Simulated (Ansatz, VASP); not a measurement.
## SrO: VASP beside Ansatz

File INCAR:

```
PREC = Accurate
ENCUT = 600
EDIFF = 1E-6
ISMEAR = 0
SIGMA = 0.1
LREAL = F
LASPH = T
NELM = 120
ALGO = Normal
ISIF = 2
LWAVE = F
LCHARG = F
GGA = PS
NBANDS = 15
GGA_COMPAT = F
```

The input KPOINTS:

```
regular mesh
0
Gamma
  6 6 6
```

Contents of POSCAR:

```
SrO
1.0
    0.0000000000      2.5800000000      2.5800000000
    2.5800000000      0.0000000000      2.5800000000
    2.5800000000      2.5800000000      0.0000000000
Sr O
1 1
Direct
    0.0000000000      0.0000000000      0.0000000000
    0.5000000000      0.5000000000      0.5000000000
```

Input for Ansatz:

```yaml
crystal:
  lattice:
    - [0.0, 2.58, 2.58]
    - [2.58, 0.0, 2.58]
    - [2.58, 2.58, 0.0]
  atoms:
    - { symbol: Sr, position: [0.0, 0.0, 0.0] }
    - { symbol: O, position: [0.5, 0.5, 0.5] }
basis:
  ecutwfc: 600.0
kpoints:
  mp_grid: { grid: [6, 6, 6] }
hamiltonian:
  xc: pbesol
  pseudopotentials: { kind: paw, azcp: { folder: soft_1 } }
scf:
  occupations: { method: gaussian, width: 0.1 }
output:
  forces: true
  stress: true
  eigenvalues: true
```

Alike in both runs: task single point; functional PBEsol; k mesh 6 × 6 × 6; occupations gaussian, width 0.1 eV; no spin polarisation.

|  | VASP | Ansatz |
| --- | --- | --- |
| version | VASP 6.6.1 | Ansatz 0.2.0 |
| potentials or method | VASP PAW PBE potentials, release 64 (Sr_sv, O), cutoff 600 eV | scalar-relativistic, plane waves, PAW |
| valence electrons in the cell | 16 | 16 |

|  | VASP | Ansatz | Ansatz less VASP |
| --- | --- | --- | --- |
| gap on the k mesh at the Fermi level (eV) | 3.16 | 3.21 | +0.047 |
| least direct gap on the mesh (eV) | 3.26 | 3.29 | +0.037 |
| pressure (GPa) | -1.5 | -2.0 | -0.50 |

VASP's potentials were made for PBE, not for PBEsol, and Ansatz warns of the same on its side.
